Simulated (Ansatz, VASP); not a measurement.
One calculation of Rb2CoAgF6, two programs

```
Rb Co Ag F
1.0
     0.00000    4.30182    4.30182
     4.30182    0.00000    4.30182
     4.30182    4.30182    0.00000
Rb Co Ag F
2 1 1 6
Direct
  0.25000 0.25000 0.25000
  0.75000 0.75000 0.75000
  0.00000 0.00000 0.00000
  0.50000 0.50000 0.50000
  0.22035 0.22035 0.77965
  0.22035 0.77965 0.77965
  0.77965 0.77965 0.22035
  0.22035 0.77965 0.22035
  0.77965 0.22035 0.77965
  0.77965 0.22035 0.22035
```

Alike in both runs: task single point; functional PBE; k mesh 4 × 4 × 4; occupations gaussian, width 0.1 eV; collinear spin.

|  | VASP | Ansatz |
| --- | --- | --- |
| version | VASP 6.6.1 | Ansatz 0.2.0 |
| potentials or method | VASP PAW PBE potentials, release 64 (Rb_sv, Co, Ag, F), cutoff 520 eV | scalar-relativistic, plane waves, PAW |
| valence electrons in the cell | 80 | 96 |

|  | VASP | Ansatz | Ansatz less VASP |
| --- | --- | --- | --- |
| gap on the k mesh at the Fermi level (eV) | none | none | - |
| pressure (GPa) | 2.6 | 4.3 | +1.71 |
| rms of the force components (eV/Å) | 0.348 | 0.390 | +0.0417 |
| net moment per atom (μB) | 0.25 | 0.36 | +0.116 |
| size of the moment on the site where the two differ most (μB) | 2.19 | 2.78 | +0.582 |

The net moments are unlike, so the other rows may belong to different states. Site moments also hang on the region over which each program counts them. Atom by atom the forces differ by 0.042 eV/Å (rms over components). A gap of «none» marks a metal or a gap that the smearing closes. VASP's potentials hold 80 valence electrons a cell and Ansatz's 96, so a difference there can come from the potentials and not from the codes.
